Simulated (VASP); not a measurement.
Set up this calculation in VASP 6.6.1, as the native input.

```
Task                   : single point
Functional             : PBEsol
Potentials or basis    : VASP PAW PBE potentials, release 64 (Li_sv, H)
Cutoff                 : 520 eV
k mesh                 : 7 × 7 × 7
Occupations            : fermi-dirac, width 0.1 eV
Spin                   : no spin polarisation
Dipole correction      : no
Further INCAR settings : ALGO = Normal; EDIFF = 1e-06; NBANDS = 9
```

The structure of LiH lies in POSCAR:

```
LiH
1.0
    0.0000000000      1.7898902915      1.7898902915
    1.7898902915      0.0000000000      1.7898902915
    1.7898902915      1.7898902915      0.0000000000
Li H
1 1
Direct
    0.0000000000      0.0000000000      0.0000000000
    0.5000000000      0.5000000000      0.5000000000
```

These files were run (other wordings do the same):

INCAR

```
  PREC = Accurate
  ENCUT = 520
  EDIFF = 1E-6
  ISMEAR = -1
  SIGMA = 0.1
  LREAL = False
  LASPH = True
  NELM = 80
  ALGO = Normal
  ISIF = 2
  LWAVE = False
  LCHARG = True
  GGA = PS
  LELF = True
  LVHAR = True
  NBANDS = 9
```

KPOINTS

```
regular mesh
0
Gamma
  7 7 7
```

Potentials or basis: VASP PAW PBE potentials, release 64 (Li_sv, H).

Run with:

```console
$ cat potpaw_PBE.64/Li_sv/POTCAR potpaw_PBE.64/H/POTCAR > POTCAR
$ mpirun -np 1 vasp_std > vasp.out
```

Results of the run:

```yaml
Band_gap_on_the_k_mesh: 3.06 eV, direct
```

Caveat: the k points lie up to 0.43 Å⁻¹ apart.

Run time: 2.4 s on 1 thread of Intel(R) Xeon(R) Platinum 8375C CPU @ 2.90GHz (Ice Lake), on a shared host, peak memory 0.11 GiB.
